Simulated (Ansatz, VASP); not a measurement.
Hf2Mo: VASP beside Ansatz

```
CELL_PARAMETERS angstrom
0.00000 3.78733 3.78733
3.78733 0.00000 3.78733
3.78733 3.78733 0.00000
ATOMIC_POSITIONS crystal
Hf 0.62500 0.62500 0.62500
Hf 0.12500 0.62500 0.62500
Hf 0.62500 0.62500 0.12500
Hf 0.62500 0.12500 0.62500
Mo 0.00000 0.00000 0.00000
Mo 0.25000 0.25000 0.25000
```

Alike in both runs: task single point; functional r2SCAN; k mesh 4 × 4 × 4; occupations gaussian, width 0.1 eV; no spin polarisation.

|  | VASP | Ansatz |
| --- | --- | --- |
| version | VASP 6.6.1 | Ansatz 0.2.0 |
| potentials or method | VASP PAW PBE potentials, release 64 (Hf_pv, Mo_sv), cutoff 520 eV | scalar-relativistic, plane waves, PAW |
| valence electrons in the cell | 68 | 132 |

Ansatz gave:

```
gap on the k mesh at the Fermi level (eV) : none
pressure (GPa)                            : 15.4
```

Question: Estimate VASP's values.

Answer: gap on the k mesh at the Fermi level (eV): none; pressure (GPa): 15.2.

VASP's potentials were made for PBE, not for r2SCAN. A gap of «none» marks a metal or a gap that the smearing closes. VASP's potentials hold 68 valence electrons a cell and Ansatz's 132, so a difference there can come from the potentials and not from the codes.

Neither program's run includes spin-orbit coupling.
